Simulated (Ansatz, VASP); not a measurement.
# AlAs: VASP beside Ansatz

```
Al As
1.0
     0.00000    2.81444    2.81444
     2.81444    0.00000    2.81444
     2.81444    2.81444    0.00000
Al As
1 1
Direct
  0.00000 0.00000 0.00000
  0.25000 0.25000 0.25000
```

Alike in both runs: functional LDA; k mesh 8 × 8 × 8; occupations gaussian, width 0.02 eV; no spin polarisation.

Ansatz relaxed the structure, and its values are those at the end. VASP's run is a single point on that final structure, the one shown.

|  | VASP | Ansatz |
| --- | --- | --- |
| version | VASP 6.6.1 | Ansatz 0.2.0 |
| potentials or method | VASP PAW LDA potentials, release 64 (Al, As), cutoff 500 eV | scalar-relativistic, plane waves, PAW |
| valence electrons in the cell | 8 | 18 |

|  | VASP | Ansatz | Ansatz less VASP |
| --- | --- | --- | --- |
| gap on the k mesh at the Fermi level (eV) | 1.31 | 1.32 | +0.014 |
| least direct gap on the mesh (eV) | 2.02 | 1.98 | -0.034 |
| pressure (GPa) | 0.4 | 0.0 | -0.36 |

Ansatz warns that its potentials were made for another functional, while VASP's fit it. LDA's correlation is that of Perdew and Zunger in VASP and of Perdew and Wang (1992) in Ansatz. VASP's potentials hold 8 valence electrons a cell and Ansatz's 18, so a difference there can come from the potentials and not from the codes.
